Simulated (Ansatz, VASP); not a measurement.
**LaGa2 in VASP and in Ansatz**

```xyz
3
Lattice="4.2251 0.0000 0.0000 -2.1125 3.6590 0.0000 0.0000 0.0000 4.3530" Properties=species:S:1:pos:R:3 pbc="T T T"
La    0.0000    0.0000    0.0000
Ga    0.0000    2.4394    2.1765
Ga    2.1125    1.2197    2.1765
```

Alike in both runs: functional LDA; k mesh 9 × 9 × 8; occupations methfessel-paxton of order 1, width 0.05 eV; no spin polarisation.

Ansatz relaxed the structure, and its values are those at the end. VASP's run is a single point on that final structure, the one shown.

|  | VASP | Ansatz |
| --- | --- | --- |
| version | VASP 6.6.1 | Ansatz 0.2.0 |
| potentials or method | VASP PAW LDA potentials, release 64 (La, Ga_d), cutoff 520 eV | all-electron LAPW, scalar-relativistic |

```tsv
	VASP	Ansatz	Ansatz less VASP
pressure (GPa)	0.0	0.0	-0.02
```

LDA's correlation is that of Perdew and Zunger in VASP and of Perdew and Wang (1992) in Ansatz. Ansatz ran all-electron here, and VASP with PAW potentials.

Neither program's run includes spin-orbit coupling.
